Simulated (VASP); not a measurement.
Write the native input for VASP 6.6.1 that does the following.

```yaml
Task: single point
Functional: LDA
Potentials_or_basis: VASP PAW LDA potentials, release 64 (Si, C)
Cutoff: 520 eV
k_mesh: 10 × 10 × 3
Occupations: gaussian, width 0.05 eV
Spin: no spin polarisation
Dipole_correction: no
Further_INCAR_settings: ALGO = Normal; EDIFF = 1e-06; NBANDS = 26
```

The structure of SiC lies in POSCAR:

```
SiC
1.0
   -3.0759982064      0.0000000000      0.0000000000
   -1.5379991032     -2.6638925888      0.0000000000
    0.0000000000      0.0000000000      9.9460000000
Si C
4 4
Direct
    0.3333333333      0.3333333333      0.6636094913
    0.3333333333      0.3333333333      0.1560687714
    0.6666666667      0.6666666667      0.9173798512
    0.6666666667      0.6666666667      0.4098391313
    0.3333333333      0.3333333333      0.8590126684
    0.3333333333      0.3333333333      0.3514719485
    0.6666666667      0.6666666667      0.0977015886
    0.6666666667      0.6666666667      0.6052423085
```

This cell differs from its parent crystal: the distance across one plane changed.

These files were run (other wordings do the same):

INCAR

```
PREC     = Accurate       # precision mode
ENCUT    = 520            # plane-wave cutoff, eV
EDIFF    = 1E-6           # SCF threshold, eV
ISMEAR   = 0              # smearing method
SIGMA    = 0.05           # smearing width, eV
LREAL    = False          # projectors in reciprocal space
LASPH    = True           # aspherical terms in the spheres
NELM     = 60             # most SCF steps
ALGO     = Normal         # electronic algorithm
ISIF     = 2              # what is computed and relaxed
LWAVE    = False          # write WAVECAR
LCHARG   = True           # write CHGCAR
GGA      = CA             # functional
LELF     = True           # ELF
LVHAR    = True         
NBANDS   = 26             # bands
```

KPOINTS

```
regular mesh
0
Gamma
  10 10 3
```

Potentials or basis: VASP PAW LDA potentials, release 64 (Si, C).

The run is started by

```console
$ cat potpaw_LDA.64/Si/POTCAR potpaw_LDA.64/C/POTCAR > POTCAR
$ mpirun -np 1 vasp_std > vasp.out
```

It gave:

| Quantity | Value |
| --- | --- |
| Pressure | 0.1 GPa |
| Largest force | 1.672 eV/Å |
| Band gap on the k mesh | 2.33 eV |

Caveat: the cell differs from its parent crystal (the distance across one plane changed); the stress differs along the axes, from -2 to 4 GPa; forces of over 1 eV/Å act on the atoms, so gaps and moduli don't describe the material at rest.

Wall time 100 s on 1 thread of Intel Xeon 8259CL (shared host), peak memory 0.19 GiB.
